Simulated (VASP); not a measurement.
A run of VASP 6.6.1 is set up as follows.

The input INCAR:

```
ALGO = Normal
EDIFF = 1E-6
ENCUT = 520
GGA = PS
ISIF = 2
ISMEAR = -1
LASPH = True
LCHARG = True
LELF = True
LREAL = False
LVHAR = True
LWAVE = False
NBANDS = 14
NELM = 60
PREC = Accurate
SIGMA = 0.05
```

Contents of KPOINTS:

```
k-points
0
Gamma
  10 10 10
```

Contents of POSCAR:

```
HfC
1.0
    0.0000000000      2.2504141831      2.2504141831
    2.2504141831      0.0000000000      2.2504141831
    2.2504141831      2.2504141831      0.0000000000
Hf C
1 1
Direct
    0.5000000000      0.5000000000      0.5000000000
    0.0000000000      0.0000000000      0.0000000000
```

Potentials or basis: VASP PAW PBE potentials, release 64 (Hf_pv, C).

Launch:

```bash
$ cat potpaw_PBE.64/Hf_pv/POTCAR potpaw_PBE.64/C/POTCAR > POTCAR
$ mpirun -np 1 vasp_std > vasp.out
```

What does it give for the pressure?

20.1 GPa.

Estimate the band gap on the k mesh.

zero (band 7 reaches 7.66 eV, above the bottom of band 8 at 6.20 eV).

Caveat: the PAW data sets were made with another functional, which shifts forces and pressure a little; spin-orbit coupling is left out, which moves the levels of the heavy elements.
